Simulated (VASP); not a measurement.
Crystal: BeTe.

```xyz
4
Lattice="4.0309 0.0000 0.0000 -2.0154 3.4908 0.0000 0.0000 0.0000 8.1440" Properties=species:S:1:pos:R:3 pbc="T T T"
Be    0.0000    2.3272    2.0360
Be    2.0154    1.1636    6.1080
Te    2.0154    1.1636    2.0360
Te    0.0000    2.3272    6.1080
```

Base run:

* Program: VASP 6.6.1
* Functional: PBEsol
* Potentials or basis: VASP PAW PBE potentials, release 64 (Be, Te)
* Cutoff: 520 eV
* k mesh: 6 × 6 × 2
* Occupations: gaussian, width 0.01 eV
* Spin: no spin polarisation

Its results: band gap on the k mesh 2.68 eV, indirect (least direct gap 2.84 eV); pressure -0.7 GPa.

The run is repeated on the same cell with these changes: functional from PBEsol to r2SCAN. What comes out?

Band gap on the k mesh 3.23 eV, indirect (least direct gap 3.33 eV); pressure 0.1 GPa.

r2SCAN gives the wider gap, since meta-GGAs in the generalised Kohn-Sham scheme recover part of the derivative discontinuity.

Caveats: the PAW data sets were made with another functional, which shifts forces and pressure a little; spin-orbit coupling is left out, which moves the levels of the heavy elements.

A k mesh can miss the band edges.
